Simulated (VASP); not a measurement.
# CaS (Oldhamite) (Fm-3m) in VASP: further runs

The runs below take CaS (Oldhamite) through single point, relaxation of cell and atoms, with HSE06, PBEsol.

Everything below comes from runs of VASP 6.6.1. Logs are shortened: lines on timing, memory, paths and dates and some standing lists are left out, and cuts for length are marked.

**1. The cell of the first run**

The structure is cubic, space group Fm-3m (No. 225). The conventional cell has a = 5.699 Å, b = 5.699 Å, c = 5.699 Å, α = 90.00°, β = 90.00°, γ = 90.00°. Within 3.8 Å of Ca (site symmetry m-3m) lie 6 S at 2.85 Å. Within 3.8 Å of S (site symmetry m-3m) lie 6 Ca at 2.85 Å.

**2. Single point, HSE06**

Contents of POSCAR:

```
CaS
1.0
    0.0000000000      2.8492844342      2.8492844342
    2.8492844342      0.0000000000      2.8492844342
    2.8492844342      2.8492844342      0.0000000000
Ca S
1 1
Direct
    0.0000000000      0.0000000000      0.0000000000
    0.5000000000      0.5000000000      0.5000000000
```

Contents of INCAR.step1:

```
SYSTEM = CaS
ALGO     = Normal         ! electronic algorithm
EDIFF    = 1E-5           ! SCF threshold, eV
ENCUT    = 400            ! plane-wave cutoff, eV
GGA      = PE             ! functional
GGA_COMPAT= .FALSE.      
ISIF     = 2              ! what is computed and relaxed
ISMEAR   = -1             ! smearing method
LASPH    = .TRUE.         ! aspherical terms in the spheres
LREAL    = .FALSE.        ! projectors in reciprocal space
LWAVE    = .TRUE.         ! write WAVECAR
NBANDS   = 15             ! bands
NELM     = 120            ! most SCF steps
PREC     = Accurate       ! precision mode
SIGMA    = 0.02           ! smearing width, eV
```

Contents of INCAR.step2:

```
SYSTEM = CaS
ALGO     = Normal         ! electronic algorithm
EDIFF    = 1E-6           ! SCF threshold, eV
ENCUT    = 400            ! plane-wave cutoff, eV
GGA      = PE             ! functional
GGA_COMPAT= .FALSE.      
HFSCREEN = 0.2079         ! screening, 1/A
ISIF     = 2              ! what is computed and relaxed
ISMEAR   = -1             ! smearing method
ISTART   = 1            
LASPH    = .TRUE.         ! aspherical terms in the spheres
LCHARG   = .TRUE.         ! write CHGCAR
LELF     = .TRUE.         ! ELF
LHFCALC  = .TRUE.         ! exact exchange
LREAL    = .FALSE.        ! projectors in reciprocal space
LVHAR    = .TRUE.       
LWAVE    = .FALSE.        ! write WAVECAR
NBANDS   = 15             ! bands
NELM     = 120            ! most SCF steps
PREC     = Accurate       ! precision mode
PRECFOCK = Normal       
SIGMA    = 0.02           ! smearing width, eV
```

Contents of KPOINTS:

```
k-points
0
G
  6 6 6
  0 0 0
```

Potentials or basis: VASP PAW PBE potentials, release 64 (Ca_sv, S).

Launch:

```console
$ cat potpaw_PBE.64/Ca_sv/POTCAR potpaw_PBE.64/S/POTCAR > POTCAR
$ cp INCAR.step1 INCAR
$ mpirun -np 1 vasp_std > vasp.out
$ cp INCAR.step2 INCAR
$ mpirun -np 1 vasp_std > vasp.out
```

OUTCAR:

```text
SYSTEM = CaS
   EDIFF = 1E-6
   ENCUT = 400
   GGA = PE
   HFSCREEN = 0.2079
   ISIF = 2
   ISMEAR = -1
   ISTART = 1
   LASPH = .TRUE.
   LHFCALC = .TRUE.
   LREAL = .FALSE.
   NELM = 120
   PREC = Accurate
   PRECFOCK = Normal

 ion  position               nearest neighbor table
   1  0.000  0.000  0.000-   2 2.85   2 2.85   2 2.85   2 2.85   2 2.85   2 2.85
   2  0.500  0.500  0.500-   1 2.85   1 2.85   1 2.85   1 2.85   1 2.85   1 2.85

  LATTYP: Found a face centered cubic cell.
 ALAT       =     5.6985688684

  Lattice vectors:

 A1 = (   0.0000000000,   2.8492844342,   2.8492844342)
 A2 = (   2.8492844342,   0.0000000000,   2.8492844342)
 A3 = (   2.8492844342,   2.8492844342,   0.0000000000)

Analysis of symmetry for initial positions (statically):
=====================================================================
 Subroutine PRICEL returns:
 Original cell was already a primitive cell.

 Routine SETGRP: Setting up the symmetry group for a
 face centered cubic supercell.

 Subroutine GETGRP returns: Found 48 space group operations
 (whereof 48 operations were pure point group operations)
 out of a pool of 48 trial point group operations.

The static configuration has the point symmetry O_h .

Analysis of symmetry for dynamics (positions and initial velocities):
=====================================================================
 Subroutine PRICEL returns:
 Original cell was already a primitive cell.

 Routine SETGRP: Setting up the symmetry group for a
 face centered cubic supercell.

 Subroutine GETGRP returns: Found 48 space group operations
 (whereof 48 operations were pure point group operations)
 out of a pool of 48 trial point group operations.

The dynamic configuration has the point symmetry O_h .

 Subroutine INISYM returns: Found 48 space group operations
 (whereof 48 operations are pure point group operations),
 and found     1 'primitive' translations

----------------------------------------------------------------------------------------

                                     Primitive cell

  volume of cell :      46.2634

  direct lattice vectors                    reciprocal lattice vectors
     0.000000000  2.849284434  2.849284434    -0.175482656  0.175482656  0.175482656
     2.849284434  0.000000000  2.849284434     0.175482656 -0.175482656  0.175482656
     2.849284434  2.849284434  0.000000000     0.175482656  0.175482656 -0.175482656

  length of vectors
     4.029496690  4.029496690  4.029496690     0.303944876  0.303944876  0.303944876

  position of ions in fractional coordinates (direct lattice)
     0.000000000  0.000000000  0.000000000
     0.500000000  0.500000000  0.500000000

  ion indices of the primitive-cell ions
   primitive index   ion index
                 1           1
                 2           2

----------------------------------------------------------------------------------------

 KPOINTS: k-points

Automatic generation of k-mesh.
 Grid dimensions read from file:
 generate k-points for:    6    6    6

 Generating k-lattice:

  Cartesian coordinates                     Fractional coordinates (reciprocal lattice)
    -0.029247109  0.029247109  0.029247109     0.166666667  0.000000000  0.000000000
     0.029247109 -0.029247109  0.029247109     0.000000000  0.166666667  0.000000000
     0.029247109  0.029247109 -0.029247109     0.000000000  0.000000000  0.166666667

  Length of vectors
     0.050657479  0.050657479  0.050657479

  Shift w.r.t. Gamma in fractional coordinates (k-lattice)
     0.000000000  0.000000000  0.000000000

 Subroutine IBZKPT returns following result:
 ===========================================

 Found     16 irreducible k-points:

 Following reciprocal coordinates:
            Coordinates               Weight
  0.000000  0.000000  0.000000      1.000000
  0.166667  0.000000  0.000000      8.000000
  0.333333  0.000000  0.000000      8.000000
  0.500000  0.000000  0.000000      4.000000
  0.166667  0.166667  0.000000      6.000000
  0.333333  0.166667  0.000000     24.000000
[... 8 lines left out ...]
 -0.333333  0.333333  0.166667     24.000000
 -0.333333  0.500000  0.166667     12.000000
   k-points           NKPTS =     16   k-points in BZ     NKDIM =    216   number of bands    NBANDS=     15
   number of dos      NEDOS =    301   number of ions     NIONS =      2
   total plane-waves  NPLWV =  21952
   dimension x,y,z NGX =    28 NGY =   28 NGZ =   28
   dimension x,y,z NGXF=    56 NGYF=   56 NGZF=   56
   ions per type =               1   1
   NGX,Y,Z   is equivalent  to a cutoff of  11.55, 11.55, 11.55 a.u.
   NGXF,Y,Z  is equivalent  to a cutoff of  23.10, 23.10, 23.10 a.u.
 SYSTEM =  CaS
   PREC   = accura    normal or accurate (medium, high low for compatibility)
   ISTART =      1    job   : 0-new  1-cont  2-samecut
   ICHARG =      0    charge: 1-file 2-atom 10-const
   ISPIN  =      1    spin polarized calculation?
   LNONCOLLINEAR =      F non collinear calculations
   LSORBIT =      F    spin-orbit coupling
   LASPH  =      T    aspherical Exc in radial PAW
   ENCUT  =  400.0 eV  29.40 Ry    5.42 a.u.   6.57  6.57  6.57*2*pi/ulx,y,z
   NELM   =    120;   NELMIN=  2; NELMDL=  0     # of ELM steps
   EDIFF  = 0.1E-05   stopping-criterion for ELM
   LREAL  =      F    real-space projection
   EDIFFG = 0.1E-04   stopping-criterion for IOM
   NSW    =      0    number of steps for IOM
   IBRION =     -1    ionic relax: 0-MD 1-quasi-New 2-CG
   NFREE  =      0    steps in history (QN), initial steepest desc. (CG)
   ISIF   =      2    stress and relaxation
   ISYM   =      3    0-nonsym 1-usesym 2-fastsym
   POTIM  = 0.5000    time-step for ionic-motion
   TEBEG  =    0.0;   TEEND  =   0.0 temperature during run
   PSTRESS=    0.0 pullay stress
   NELECT =      16.0000    total number of electrons
   NUPDOWN=      -1.0000    fix difference up-down
   EMIN   =  10.00;   EMAX   =-10.00  energy-range for DOS
   EFERMI =   0.00;   METHOD = LEGACY
   ISMEAR =    -1;   SIGMA  =   0.02  broadening in eV -4-tet -1-fermi 0-gaus
   EFERMI_NEDOS =   21; number of points for ismear=-14 and -15
   IALGO  =     38    algorithm
   IMIX   =      1    mixing-type and parameters
     AMIX     =   0.40;   BMIX     =  1.00
     AMIX_MAG =   1.60;   BMIX_MAG =  1.00
  volume/ion in A,a.u.               =      23.13       156.10
  Fermi-wavevector in a.u.,A,eV,Ry     =   1.149130  2.171540 17.966478  1.320499
  Thomas-Fermi vector in A             =   2.285801
   LORBIT       =      0    0 simple, 1 ext, 2 COOP (PROOUT), +10 PAW based schemes
   GGA     = PE    functional components
   LHFCALC =     T    Hartree Fock is set to
   PRECFOCK=normal    Normal, Fast or Accurate (Low or Medium for compatibility)
   ENCUT4O =  -1.0   cutoff for four orbital integrals eV
   NKREDX  =     1    reduce k-point grid by
   NKREDY  =     1    reduce k-point grid by
   NKREDZ  =     1    reduce k-point grid by
   AEXX    =    0.2500 exact exchange contribution
   HFSCREEN=    0.2079 screening length (either q_TF or 0.3 A-1)
   HFSCREENC=   0.2079 screening length for correlation (either q_TF or 0.3 A-1)
   ENCUTFOCK=  -1.0 apply spherical cutoff to Coloumb kernel
   IVDW    =     0    specifies the selected vdW correction
   LEPSILON=     F    determine dielectric tensor
   LRPA    =     F    only Hartree local field effects (RPA)
 non-spin polarized calculation
  energy-cutoff  :      400.00
  volume of cell :       46.26
 maximum number of plane-waves:       869
 NGX is ok and might be reduce to    28
  NGX = 20; NGY = 20; NGZ = 20

 number of electron      15.9999998 magnetization

 Free energy of the ion-electron system (eV)
  ---------------------------------------------------
  ext. energy  EPLUGINS =         0.00000000
  ---------------------------------------------------
  free energy    TOTEN  =       -11.65879096 eV

  energy without entropy =      -11.65879096  energy(sigma->0) =      -11.65879096

 E-fermi :   2.5361     XC(G=0):  -7.7441

 val. band max:        2.0855329324   @ k =   0.0000   0.0000   0.0000
 cond. band min:       5.4918510646   @ k =   0.5000   0.5000   0.0000
 fundamental gap:      3.4063181322
 Fermi energy:         2.5360533393

 k-point     1 :       0.0000    0.0000    0.0000
  band No.  band energies     occupation
      1     -40.0950      2.00000
      2     -19.6016      2.00000
      3     -19.6016      2.00000
      4     -19.6016      2.00000
      5     -10.4165      2.00000
      6       2.0855      2.00000
      7       2.0855      2.00000
      8       2.0855      2.00000
      9       7.2473      0.00000
     10       7.5651      0.00000
     11       7.5651      0.00000
     12       7.5651      0.00000
     13       8.2363      0.00000
     14       8.2363      0.00000
     15      14.0181      0.00000

 k-point     2 :       0.1667    0.0000    0.0000
  band No.  band energies     occupation
      1     -40.0919      2.00000
      2     -19.6491      2.00000
      3     -19.6044      2.00000
      4     -19.6044      2.00000
      5     -10.2085      2.00000
      6       0.9819      2.00000
      7       1.7130      2.00000
      8       1.7130      2.00000
      9       7.4661      0.00000
     10       8.0024      0.00000
     11       8.0024      0.00000
     12       8.5969      0.00000
     13       8.9767      0.00000
     14       8.9767      0.00000
     15      14.4239      0.00000

 k-point     3 :       0.3333    0.0000    0.0000
  band No.  band energies     occupation
      1     -40.0859      2.00000
      2     -19.7412      2.00000
      3     -19.6099      2.00000
      4     -19.6099      2.00000
      5      -9.7569      2.00000
      6      -0.6149      2.00000
      7       1.1192      2.00000
      8       1.1192      2.00000
      9       7.7477      0.00000
     10       9.0723      0.00000
     11       9.0723      0.00000
     12      10.1198      0.00000
     13      10.6281      0.00000
     14      10.6281      0.00000
     15      13.8073      0.00000
[... 199 lines left out ...]
 k-point    15 :      -0.3333    0.3333    0.1667
  band No.  band energies     occupation
      1     -40.0799      2.00000
      2     -19.7294      2.00000
      3     -19.6742      2.00000
      4     -19.6396      2.00000
      5      -9.5621      2.00000
      6      -0.4536      2.00000
      7       0.2894      2.00000
      8       0.7483      2.00000
      9       8.2853      0.00000
     10       8.4482      0.00000
     11      10.0324      0.00000
     12      10.3448      0.00000
     13      10.4846      0.00000
     14      12.1779      0.00000
     15      13.0253      0.00000

 k-point    16 :      -0.3333    0.5000    0.1667
  band No.  band energies     occupation
      1     -40.0789      2.00000
      2     -19.7147      2.00000
      3     -19.6743      2.00000
      4     -19.6621      2.00000
      5      -9.6136      2.00000
      6      -0.1955      2.00000
      7       0.5504      2.00000
      8       0.5881      2.00000
      9       6.9189      0.00000
     10       9.3714      0.00000
     11       9.5250      0.00000
     12      10.2404      0.00000
     13      10.6914      0.00000
     14      11.3479      0.00000
     15      13.5502      0.00000

------------------------ aborting loop because EDIFF is reached ----------------------------------------

  FORCE on cell =-STRESS in cart. coord.  units (eV):
  Direction    XX          YY          ZZ          XY          YZ          ZX
  --------------------------------------------------------------------------------------
  -------------------------------------------------------------------------------------
  Total        0.0498053      0.0498053      0.0498053     -0.0000000      0.0000000     -0.0000000
  in kB        1.7248412      1.7248412      1.7248412     -0.0000000      0.0000000     -0.0000000
  external PRESSURE =       1.7248412 kB  Pullay stress =       0.0000000 kB

 VOLUME and BASIS-vectors are now :
 -----------------------------------------------------------------------------
  energy-cutoff  :      400.00
  volume of cell :       46.26
      direct lattice vectors                 reciprocal lattice vectors
     0.000000000  2.849284434  2.849284434    -0.175482656  0.175482656  0.175482656
     2.849284434  0.000000000  2.849284434     0.175482656 -0.175482656  0.175482656
     2.849284434  2.849284434  0.000000000     0.175482656  0.175482656 -0.175482656

 POSITION                                       TOTAL-FORCE (eV/Angst)
 -----------------------------------------------------------------------------------
      0.00000      0.00000      0.00000        -0.000000     -0.000000     -0.000000
      2.84928      2.84928      2.84928         0.000000      0.000000      0.000000
 -----------------------------------------------------------------------------------
    total drift:                                0.000000      0.000000      0.000000

  FREE ENERGIE OF THE ION-ELECTRON SYSTEM (eV)
  ---------------------------------------------------
  free  energy   TOTEN  =       -11.6587909606 eV

  energy  without entropy=      -11.6587909606  energy(sigma->0) =      -11.65879096
```

Run time: 14 min. Hardware: 1 thread of Intel Xeon 6975P-C (Granite Rapids), shared host; peak memory 0.27 GiB.

What came out:

```yaml
Free_energy: -11.6588 eV
Pressure: 0.2 GPa
Band_gap_on_the_k_mesh: 3.41 eV, indirect (least direct gap 4.31 eV)
```

Caveat: the PAW data sets were made with another functional, which shifts forces and pressure a little. A k mesh can miss the band edges.

**3. Single point, PBEsol**

This run uses another cell than the first one, of 22.34 Å³/atom, 0.966 times its volume.

Contents of INCAR:

```
PREC = Accurate ; ENCUT = 500
EDIFF = 1E-6 ; ISMEAR = -1
SIGMA = 0.02 ; LREAL = False
LASPH = True ; NELM = 120
ALGO = Normal ; ISIF = 2
LWAVE = False ; LCHARG = False
GGA = PS ; NBANDS = 15
GGA_COMPAT = False
```

Contents of KPOINTS:

```
regular mesh
0
Gamma
  8 8 8
```

Contents of POSCAR:

```
CaS
1.0
    0.0000000000      2.8165927472      2.8165927472
    2.8165927472      0.0000000000      2.8165927472
    2.8165927472      2.8165927472      0.0000000000
Ca S
1 1
Direct
    0.0000000000      0.0000000000      0.0000000000
    0.5000000000      0.5000000000      0.5000000000
```

Potentials or basis: VASP PAW PBE potentials, release 64 (Ca_sv, S).

Launch:

```console
$ cat potpaw_PBE.64/Ca_sv/POTCAR potpaw_PBE.64/S/POTCAR > POTCAR
$ mpirun -np 1 vasp_std > vasp.out
```

It took 17 s on 1 thread of Intel Xeon 6975P-C, shared host; peak memory 0.17 GiB.

It converged, with:

```yaml
Free_energy: -10.9160 eV
Pressure: 0.2 GPa
Band_gap_on_the_k_mesh: 2.15 eV, indirect (least direct gap 3.00 eV)
```

Levels at points of the mesh, in eV from the valence-band top:
| k point | band 5 | band 6 | band 7 | band 8 | band 9 | band 10 | band 11 | band 12 |
| --- | --- | --- | --- | --- | --- | --- | --- | --- |
| (0.00, 0.00, 0.00) | -11.44 | 0.00 | 0.00 | 0.00 | 4.08 | 4.08 | 4.08 | 4.17 |
| (0.50, 0.00, 0.00) | -10.54 | -3.28 | -1.25 | -1.25 | 5.12 | 6.12 | 6.27 | 6.27 |
| (0.50, 0.50, 0.00) | -10.77 | -2.39 | -0.84 | -0.84 | 2.15 | 5.64 | 6.05 | 6.90 |

Caveat: the PAW data sets were made with another functional, which shifts forces and pressure a little.

**4. Relaxation of cell and atoms, PBEsol**

This run uses another cell than the first one, of 23.30 Å³/atom, 1.007 times its volume.

Contents of INCAR:

```
SYSTEM = CaS
PREC     = Accurate       ! precision mode
ENCUT    = 500            ! plane-wave cutoff, eV
EDIFF    = 1E-7           ! SCF threshold, eV
ISMEAR   = -1             ! smearing method
SIGMA    = 0.02           ! smearing width, eV
LREAL    = .FALSE.        ! projectors in reciprocal space
LASPH    = .TRUE.         ! aspherical terms in the spheres
NELM     = 120            ! most SCF steps
ALGO     = Normal         ! electronic algorithm
ISIF     = 3              ! what is computed and relaxed
LWAVE    = .FALSE.        ! write WAVECAR
LCHARG   = .FALSE.        ! write CHGCAR
GGA      = PS             ! functional
IBRION   = 2              ! ionic algorithm
NSW      = 80             ! ionic steps
EDIFFG   = -0.005         ! ionic threshold
GGA_COMPAT= .FALSE.      
NELMIN   = 4
```

Contents of KPOINTS:

```
regular mesh
0
G
  8 8 8
  0 0 0
```

Contents of POSCAR:

```
CaS
1.0
    0.0000000000      2.8560321311      2.8560321311
    2.8560321311      0.0000000000      2.8560321311
    2.8560321311      2.8560321311      0.0000000000
Ca S
1 1
Direct
    0.0000000000      0.0000000000      0.0000000000
    0.5000000000      0.5000000000      0.5000000000
```

Launch:

```console
$ cat potpaw_PBE.64/Ca_sv/POTCAR potpaw_PBE.64/S/POTCAR > POTCAR
$ mpirun -np 1 vasp_std > vasp.out
```

Wall time 39 s (1 thread of Intel Xeon 6975P-C, shared host); peak memory 0.18 GiB.

The run converged. Its results:

- Free energy: -10.9169 eV
- Relaxed volume: 22.41 Å³/atom
- Relaxed cell: a = 3.987 Å, b = 3.987 Å, c = 3.987 Å, α = 60.00°, β = 60.00°, γ = 60.00°
- Space group after relaxing (to 0.05 Å): Fm-3m (No. 225)
- Energy gained by relaxing: 6.3 meV/atom
- Ionic steps: 3
- Pressure after relaxing: 0.0 GPa
- Band gap on the k mesh: 2.16 eV, indirect (least direct gap 3.00 eV)

Step by step:
```
step  energy change (eV)  largest force (eV/Å)  pressure (GPa)  volume (Å³)
   1              0.0000                0.0000           -2.20        46.59
   2             -0.0120                0.0000            0.50        44.47
   3             -0.0125                0.0000            0.00        44.83
```

Final structure:
```yaml
crystal:
  lattice:
    - [0.00000, 2.81946, 2.81946]
    - [2.81946, 0.00000, 2.81946]
    - [2.81946, 2.81946, 0.00000]
  atoms:
    - { symbol: Ca, position: [0.00000, 0.00000, 0.00000] }
    - { symbol: S, position: [0.50000, 0.50000, 0.50000] }
```

Levels at points of the mesh, in eV from the valence-band top:
| k point | band 6 | band 7 | band 8 | band 9 | band 10 | band 11 |
| --- | --- | --- | --- | --- | --- | --- |
| (0.00, 0.00, 0.00) | 0.00 | 0.00 | 0.00 | 4.08 | 4.08 | 4.08 |
| (0.50, 0.00, 0.00) | -3.27 | -1.24 | -1.24 | 5.11 | 6.11 | 6.26 |
| (0.50, 0.50, 0.00) | -2.38 | -0.84 | -0.84 | 2.16 | 5.64 | 6.03 |

Caveat: the PAW data sets were made with another functional, which shifts forces and pressure a little. A hybrid or GW would open this gap; PBEsol tends to underestimate it.

**5. The runs side by side**

| task | level | cell | k mesh | cutoff (eV) | grid for exact exchange (PRECFOCK) | screening parameter | gap on the mesh (eV) | pressure (GPa) |
| --- | --- | --- | --- | --- | --- | --- | --- | --- |
| single point | HSE06 | a = 4.029 Å, angles 60.0°, 2 atoms | 6 × 6 × 6 | 400 | Normal | 0.2079 1/Å | 3.41 | 0.2 |
| single point | PBEsol | a = 3.983 Å, angles 60.0°, 2 atoms | 8 × 8 × 8 | 500 | - | - | 2.15 | 0.2 |
| relaxation of cell and atoms | PBEsol | relaxed from a = 4.039 Å, angles 60.0°, 2 atoms | 8 × 8 × 8 | 500 | - | - | 2.16 | 0.0 |

Alike in all rows: potentials or basis VASP PAW PBE potentials, release 64 (Ca_sv, S); no spin polarisation; smearing fermi-dirac 0.02 eV.

Caveats: the PAW data sets were made with another functional, which shifts forces and pressure a little.

Total energies depend on the potentials used, so only differences within one code and one set of settings carry meaning.
